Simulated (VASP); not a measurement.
# Al (P6_3/mmc) in VASP: further runs

The runs below take Al through single point, relaxation of cell and atoms, with PBEsol.

Everything below comes from runs of VASP 6.6.1. Logs are shortened: lines on timing, memory, paths and dates and some standing lists are left out, and cuts for length are marked.

### 1 The cell of the first run

It takes space group P6_3/mmc (No. 194, hexagonal). Conventional cell: a = 2.836 Å, b = 2.836 Å, c = 9.312 Å, α = 90.00°, β = 90.00°, γ = 120.00°. Al (site symmetry -3m) has 12 Al at 2.84 to 2.85 Å within 3.7 Å. Al (site symmetry -6m2) has 12 Al at 2.84 to 2.85 Å within 3.7 Å.

### 2 Single point, PBEsol

The input, INCAR:

```
SYSTEM = Al
ALGO = Normal ; EDIFF = 1E-6
ENCUT = 500 ; GGA = PS
GGA_COMPAT = .FALSE. ; ISIF = 2
ISMEAR = 1 ; LASPH = .TRUE.
LCHARG = .FALSE. ; LREAL = .FALSE.
LWAVE = .FALSE. ; NBANDS = 14
NELM = 120 ; PREC = Accurate
SIGMA = 0.1
```

The input, KPOINTS:

```
k-points
0
G
  10 10 3
  0 0 0
```

The input, POSCAR:

```
Al
1.0
    2.8360390904      0.0000000000      0.0000000000
   -1.4180195452      2.4560818984      0.0000000000
    0.0000000000      0.0000000000      9.3123762122
Al
4
Direct
    0.0000000000      0.0000000000      0.0000000000
    0.3333333333      0.6666666667      0.2500000000
    0.0000000000      0.0000000000      0.5000000000
    0.6666666667      0.3333333333      0.7500000000
```

Potentials or basis: VASP PAW PBE potentials, release 64 (Al).

Started as:

```console
$ cat potpaw_PBE.64/Al/POTCAR > POTCAR
$ mpirun -np 1 vasp_std > vasp.out
```

OUTCAR:

```text
SYSTEM = Al
   EDIFF = 1E-6
   ENCUT = 500
   GGA = PS
   ISIF = 2
   ISMEAR = 1
   LASPH = .TRUE.
   LREAL = .FALSE.
   NELM = 120
   PREC = Accurate

 ion  position               nearest neighbor table
   1  0.000  0.000  0.000-   2 2.85   4 2.85   2 2.85   4 2.85   4 2.85   2 2.85
   2  0.333  0.667  0.250-   1 2.85   3 2.85   1 2.85   3 2.85   1 2.85   3 2.85
   3  0.000  0.000  0.500-   2 2.85   4 2.85   2 2.85   4 2.85   4 2.85   2 2.85
   4  0.667  0.333  0.750-   1 2.85   3 2.85   1 2.85   3 2.85   1 2.85   3 2.85

  LATTYP: Found a hexagonal cell.
 ALAT       =     2.8360390904
 C/A-ratio  =     3.2835852805

  Lattice vectors:

 A1 = (   2.8360390904,   0.0000000000,   0.0000000000)
 A2 = (  -1.4180195452,   2.4560818984,   0.0000000000)
 A3 = (   0.0000000000,   0.0000000000,   9.3123762122)

Analysis of symmetry for initial positions (statically):
=====================================================================
 Subroutine PRICEL returns:
 Original cell was already a primitive cell.

 Routine SETGRP: Setting up the symmetry group for a
 hexagonal supercell.

 Subroutine GETGRP returns: Found 24 space group operations
 (whereof 12 operations were pure point group operations)
 out of a pool of 24 trial point group operations.

The static configuration has the point symmetry D_3d.
 The point group associated with its full space group is D_6h.

Analysis of symmetry for dynamics (positions and initial velocities):
=====================================================================
 Subroutine PRICEL returns:
 Original cell was already a primitive cell.

 Routine SETGRP: Setting up the symmetry group for a
 hexagonal supercell.

 Subroutine GETGRP returns: Found 24 space group operations
 (whereof 12 operations were pure point group operations)
 out of a pool of 24 trial point group operations.

The dynamic configuration has the point symmetry D_3d.
 The point group associated with its full space group is D_6h.

 Subroutine INISYM returns: Found 24 space group operations
 (whereof 12 operations are pure point group operations),
 and found     1 'primitive' translations

----------------------------------------------------------------------------------------

                                     Primitive cell

  volume of cell :      64.8658

  direct lattice vectors                    reciprocal lattice vectors
     2.836039090  0.000000000  0.000000000     0.352604449  0.203576273  0.000000000
    -1.418019545  2.456081898  0.000000000     0.000000000  0.407152547  0.000000000
     0.000000000  0.000000000  9.312376212     0.000000000  0.000000000  0.107383978

  length of vectors
     2.836039090  2.836039090  9.312376212     0.407152547  0.407152547  0.107383978

  position of ions in fractional coordinates (direct lattice)
     0.000000000  0.000000000  0.000000000
     0.333333333  0.666666667  0.250000000
     0.000000000  0.000000000  0.500000000
     0.666666667  0.333333333  0.750000000

  ion indices of the primitive-cell ions
   primitive index   ion index
                 1           1
                 2           2
                 3           3
                 4           4

----------------------------------------------------------------------------------------

 KPOINTS: k-points

Automatic generation of k-mesh.
 Grid dimensions read from file:
 generate k-points for:   10   10    3

 Generating k-lattice:

  Cartesian coordinates                     Fractional coordinates (reciprocal lattice)
     0.035260445  0.020357627  0.000000000     0.100000000 -0.000000000  0.000000000
     0.000000000  0.040715255  0.000000000     0.000000000  0.100000000  0.000000000
     0.000000000  0.000000000  0.035794659     0.000000000  0.000000000  0.333333333

  Length of vectors
     0.040715255  0.040715255  0.035794659

  Shift w.r.t. Gamma in fractional coordinates (k-lattice)
     0.000000000  0.000000000  0.000000000

 Subroutine IBZKPT returns following result:
 ===========================================

 Found     28 irreducible k-points:

 Following reciprocal coordinates:
            Coordinates               Weight
  0.000000  0.000000  0.000000      1.000000
  0.100000  0.000000  0.000000      6.000000
  0.200000  0.000000  0.000000      6.000000
  0.300000  0.000000  0.000000      6.000000
  0.400000 -0.000000  0.000000      6.000000
  0.500000  0.000000  0.000000      3.000000
[... 16 lines left out ...]
  0.300000  0.100000  0.333333     24.000000
  0.400000  0.100000  0.333333     24.000000
 [... further k-points ...]
   k-points           NKPTS =     28   k-points in BZ     NKDIM =     28   number of bands    NBANDS=     14
   number of dos      NEDOS =    301   number of ions     NIONS =      4
   total plane-waves  NPLWV =  40320
   dimension x,y,z NGX =    24 NGY =   24 NGZ =   70
   dimension x,y,z NGXF=    48 NGYF=   48 NGZF=  140
   ions per type =               4
   NGX,Y,Z   is equivalent  to a cutoff of  14.07, 14.07, 12.50 a.u.
   NGXF,Y,Z  is equivalent  to a cutoff of  28.14, 28.14, 24.99 a.u.
 SYSTEM =  Al
   PREC   = accura    normal or accurate (medium, high low for compatibility)
   ISTART =      0    job   : 0-new  1-cont  2-samecut
   ICHARG =      2    charge: 1-file 2-atom 10-const
   ISPIN  =      1    spin polarized calculation?
   LNONCOLLINEAR =      F non collinear calculations
   LSORBIT =      F    spin-orbit coupling
   LASPH  =      T    aspherical Exc in radial PAW
   ENCUT  =  500.0 eV  36.75 Ry    6.06 a.u.   5.17  5.17 16.98*2*pi/ulx,y,z
   NELM   =    120;   NELMIN=  2; NELMDL= -5     # of ELM steps
   EDIFF  = 0.1E-05   stopping-criterion for ELM
   LREAL  =      F    real-space projection
   EDIFFG = 0.1E-04   stopping-criterion for IOM
   NSW    =      0    number of steps for IOM
   IBRION =     -1    ionic relax: 0-MD 1-quasi-New 2-CG
   NFREE  =      0    steps in history (QN), initial steepest desc. (CG)
   ISIF   =      2    stress and relaxation
   ISYM   =      2    0-nonsym 1-usesym 2-fastsym
   POTIM  = 0.5000    time-step for ionic-motion
   TEBEG  =    0.0;   TEEND  =   0.0 temperature during run
   PSTRESS=    0.0 pullay stress
   NELECT =      12.0000    total number of electrons
   NUPDOWN=      -1.0000    fix difference up-down
   EMIN   =  10.00;   EMAX   =-10.00  energy-range for DOS
   EFERMI =   0.00;   METHOD = LEGACY
   ISMEAR =     1;   SIGMA  =   0.10  broadening in eV -4-tet -1-fermi 0-gaus
   EFERMI_NEDOS =   21; number of points for ismear=-14 and -15
   IALGO  =     38    algorithm
   IMIX   =      4    mixing-type and parameters
     AMIX     =   0.40;   BMIX     =  1.00
     AMIX_MAG =   1.60;   BMIX_MAG =  1.00
  volume/ion in A,a.u.               =      16.22       109.43
  Fermi-wavevector in a.u.,A,eV,Ry     =   0.932818  1.762770 11.839091  0.870149
  Thomas-Fermi vector in A             =   2.059455
   LORBIT       =      0    0 simple, 1 ext, 2 COOP (PROOUT), +10 PAW based schemes
   GGA     = PS    functional components
   LHFCALC =     F    Hartree Fock is set to
   AEXX    =    0.0000 exact exchange contribution
   IVDW    =     0    specifies the selected vdW correction
   LEPSILON=     F    determine dielectric tensor
   LRPA    =     F    only Hartree local field effects (RPA)
 non-spin polarized calculation
 Methfessel and Paxton  Order N= 1 SIGMA  =   0.10
  energy-cutoff  :      500.00
  volume of cell :       64.87
 maximum number of plane-waves:      1658
 NGX is ok and might be reduce to    24
   NGX = 11   NGY = 11   NGZ = 33

 number of electron      12.0000000 magnetization

 Free energy of the ion-electron system (eV)
  ---------------------------------------------------
  ext. energy  EPLUGINS =         0.00000000
  ---------------------------------------------------
  free energy    TOTEN  =       -16.35857546 eV

  energy without entropy =      -16.35945516  energy(sigma->0) =      -16.35886869

 E-fermi :   8.1667     XC(G=0): -10.3209

 val. band max:        8.1371906947   @ k =   0.4000   0.2000   0.3333
 cond. band min:       8.2507975151   @ k =   0.4000   0.1000   0.0000
 fundamental gap:      0.1136068203
 Fermi energy:         8.1667424031

 k-point     1 :       0.0000    0.0000    0.0000
  band No.  band energies     occupation
      1      -3.1200      2.00000
      2      -1.4239      2.00000
      3      -1.4236      2.00000
      4       3.4377      2.00000
      5       3.6663      2.00000
      6      11.4955      0.00000
      7      11.5066      0.00000
      8      18.9961      0.00000
      9      18.9961      0.00000
     10      19.1627      0.00000
     11      19.1627      0.00000
     12      20.1193      0.00000
     13      20.1202      0.00000
     14      20.2947      0.00000

 k-point     2 :       0.1000    0.0000    0.0000
  band No.  band energies     occupation
      1      -2.8749      2.00000
      2      -1.1817      2.00000
      3      -1.1816      2.00000
      4       3.6646      2.00000
      5       3.9052      2.00000
      6      11.6869      0.00000
      7      11.7086      0.00000
      8      15.7302      0.00000
      9      17.0961      0.00000
     10      17.1877      0.00000
     11      17.1968      0.00000
     12      18.6222      0.00000
     13      18.6330      0.00000
     14      18.7065      0.00000

 k-point     3 :       0.2000    0.0000    0.0000
  band No.  band energies     occupation
      1      -2.1423      2.00000
      2      -0.4581      2.00000
      3      -0.4578      2.00000
      4       4.3450      2.00000
      5       4.6119      2.00000
      6      11.6129      0.00000
      7      12.1692      0.00000
      8      12.7392      0.00000
      9      13.4696      0.00000
     10      13.7258      0.00000
     11      15.7351      0.00000
     12      16.9251      0.00000
     13      17.1837      0.00000
     14      17.1838      0.00000

 k-point     4 :       0.3000    0.0000    0.0000
  band No.  band energies     occupation
      1      -0.9300      2.00000
      2       0.7382      2.00000
      3       0.7396      2.00000
      4       5.4744      2.00000
      5       5.7252      2.00000
      6       8.5643     -0.00000
      7      10.0315     -0.00000
      8      10.1278     -0.00000
      9      13.4640      0.00000
     10      13.5501      0.00000
     11      14.5413      0.00000
     12      14.6030      0.00000
     13      14.6939      0.00000
     14      16.1455      0.00000

 k-point     5 :       0.4000   -0.0000    0.0000
  band No.  band energies     occupation
      1       0.7487      2.00000
      2       2.3889      2.00000
      3       2.3945      2.00000
      4       5.3620      2.00000
      5       6.7956      2.00000
      6       6.9247      2.00000
      7       7.3876      2.00000
      8       7.8202      2.00001
      9      11.6681      0.00000
     10      11.9491      0.00000
     11      14.0709      0.00000
[... 276 lines left out ...]
 k-point    22 :       0.2000    0.1000    0.3333
  band No.  band energies     occupation
      1      -1.2265      2.00000
      2      -0.6665      2.00000
      3       1.5498      2.00000
      4       3.1860      2.00000
      5       7.4371      2.00000
      6       9.8118     -0.00000
      7      10.7104      0.00000
      8      11.1815      0.00000
      9      12.7624      0.00000
     10      12.8410      0.00000
     11      13.6267      0.00000
     12      14.6246      0.00000
     13      15.3627      0.00000
     14      16.4007      0.00000

 k-point    23 :       0.3000    0.1000    0.3333
  band No.  band energies     occupation
      1       0.2171      2.00000
      2       0.7707      2.00000
      3       2.9570      2.00000
      4       4.5563      2.00000
      5       7.2173      2.00000
      6       7.7202      2.00000
      7       9.0433     -0.00000
      8       9.9085     -0.00000
      9      11.2011      0.00000
     10      11.4363      0.00000
     11      12.2823      0.00000
     12      12.6549      0.00000
     13      14.5419      0.00000
     14      15.6555      0.00000

 k-point    24 :       0.4000    0.1000    0.3333
  band No.  band energies     occupation
      1       2.1157      2.00000
      2       2.6575      2.00000
      3       4.4228      2.00000
      4       4.5961      2.00000
      5       5.2596      2.00000
      6       6.3893      2.00000
      7       7.3299      2.00000
      8       8.7745     -0.00000
      9      10.5421      0.00000
     10      11.4239      0.00000
     11      12.0288      0.00000
     12      12.9030      0.00000
     13      13.8111      0.00000
     14      14.1804      0.00000

 [... further k-points ...]

------------------------ aborting loop because EDIFF is reached ----------------------------------------

  FORCE on cell =-STRESS in cart. coord.  units (eV):
  Direction    XX          YY          ZZ          XY          YZ          ZX
  --------------------------------------------------------------------------------------
  -------------------------------------------------------------------------------------
  Total        0.0232838      0.0232838      0.0454358      0.0000000      0.0000000     -0.0000000
  in kB        0.5751070      0.5751070      1.1222581      0.0000000      0.0000000     -0.0000000
  external PRESSURE =       0.7574907 kB  Pullay stress =       0.0000000 kB

 VOLUME and BASIS-vectors are now :
 -----------------------------------------------------------------------------
  energy-cutoff  :      500.00
  volume of cell :       64.87
      direct lattice vectors                 reciprocal lattice vectors
     2.836039090  0.000000000  0.000000000     0.352604449  0.203576273  0.000000000
    -1.418019545  2.456081898  0.000000000     0.000000000  0.407152547  0.000000000
     0.000000000  0.000000000  9.312376212     0.000000000  0.000000000  0.107383978

 POSITION                                       TOTAL-FORCE (eV/Angst)
 -----------------------------------------------------------------------------------
      0.00000      0.00000      0.00000        -0.000000      0.000000      0.000000
     -0.00000      1.63739      2.32809         0.000000      0.000000      0.000000
      0.00000      0.00000      4.65619        -0.000000      0.000000      0.000000
      1.41802      0.81869      6.98428         0.000000      0.000000     -0.000000
 -----------------------------------------------------------------------------------
    total drift:                               -0.000000      0.000000      0.000000

  FREE ENERGIE OF THE ION-ELECTRON SYSTEM (eV)
  ---------------------------------------------------
  free  energy   TOTEN  =       -16.3585754570 eV

  energy  without entropy=      -16.3594551650  energy(sigma->0) =      -16.35886869
```

Run time: 12 s. Hardware: 1 thread of Intel Xeon 6975P-C (Granite Rapids), shared host; peak memory 0.18 GiB.

What came out:

* Free energy: -16.3586 eV
* Pressure: 0.1 GPa
* Band gap on the k mesh: zero (band 6 reaches 11.98 eV, above the bottom of band 7 at 6.78 eV)

Caveat: the PAW data sets were made with another functional, which shifts forces and pressure a little.

### 3 Relaxation of cell and atoms, PBEsol

This run uses another cell than the first one, of 15.90 Å³/atom, 0.980 times its volume.

The input, INCAR:

```
SYSTEM = Al
PREC     = Accurate       ! precision mode
ENCUT    = 500            ! plane-wave cutoff, eV
EDIFF    = 1E-7           ! SCF threshold, eV
ISMEAR   = 1              ! smearing method
SIGMA    = 0.1            ! smearing width, eV
LREAL    = .False.        ! projectors in reciprocal space
LASPH    = .True.         ! aspherical terms in the spheres
NELM     = 120            ! most SCF steps
ALGO     = Normal         ! electronic algorithm
ISIF     = 3              ! what is computed and relaxed
LWAVE    = .False.        ! write WAVECAR
LCHARG   = .False.        ! write CHGCAR
GGA      = PS             ! functional
IBRION   = 2              ! ionic algorithm
NSW      = 80             ! ionic steps
EDIFFG   = -0.03          ! ionic threshold
GGA_COMPAT= .False.      
NELMIN   = 4
```

The input, KPOINTS:

```
Automatic mesh
0
Gamma
  10 10 3
  0 0 0
```

The input, POSCAR:

```
Al
1.0
    2.8270770000      0.0000000000      0.0000000000
   -1.4135385000      2.4483205005      0.0000000000
    0.0000000000      0.0000000000      9.1859930000
Al
4
Direct
    0.0000000000      0.0000000000      0.0000000000
    0.3333333333      0.6666666667      0.2500000000
    0.0000000000      0.0000000000      0.5000000000
    0.6666666667      0.3333333333      0.7500000000
```

Potentials or basis: VASP PAW PBE potentials, release 64 (Al).

Started as:

```console
$ cat potpaw_PBE.64/Al/POTCAR > POTCAR
$ mpirun -np 1 vasp_std > vasp.out
```

Run time: 19 s. Hardware: 1 thread of Intel Xeon 6975P-C (Granite Rapids), shared host; peak memory 0.18 GiB.

It converged, with:

- Free energy: -16.3585 eV
- Relaxed volume: 16.23 Å³/atom
- Relaxed cell: a = 2.837 Å, b = 2.837 Å, c = 9.316 Å, α = 90.00°, β = 90.00°, γ = 120.00°
- Space group after relaxing (to 0.05 Å): P6_3/mmc (No. 194)
- Energy gained by relaxing: 2.8 meV/atom
- Ionic steps: 3
- Pressure after relaxing: 0.0 GPa
- Band gap on the k mesh: zero (band 6 reaches 11.97 eV, above the bottom of band 7 at 6.76 eV)

Step by step:
```tsv
step	energy change (eV)	largest force (eV/Å)	pressure (GPa)	volume (Å³)
1	0.0000	0.0000	1.81	63.58
2	-0.0107	0.0000	-0.40	65.25
3	-0.0112	0.0000	-0.02	64.94
```

Final structure:
```
Al
1.0
     2.83715    0.00000    0.00000
    -1.41858    2.45704    0.00000
     0.00000    0.00000    9.31563
Al
4
Cartesian
  0.0000 0.0000 0.0000
  0.0000 1.6380 2.3289
  0.0000 0.0000 4.6578
  1.4186 0.8190 6.9867
```

Levels at points of the mesh, in eV from the Fermi level:
```
           k point  band 1  band 2  band 3  band 4  band 5  band 6  band 7  band 8  band 9  band 10
(0.00, 0.00, 0.00)  -11.28   -9.58   -9.58   -4.73   -4.50    3.33    3.34   10.82   10.82    10.99
(0.50, 0.00, 0.00)   -5.33   -5.25   -3.99   -3.92   -3.37   -3.30    0.78    1.22    1.26     1.59
```

Caveat: the PAW data sets were made with another functional, which shifts forces and pressure a little.
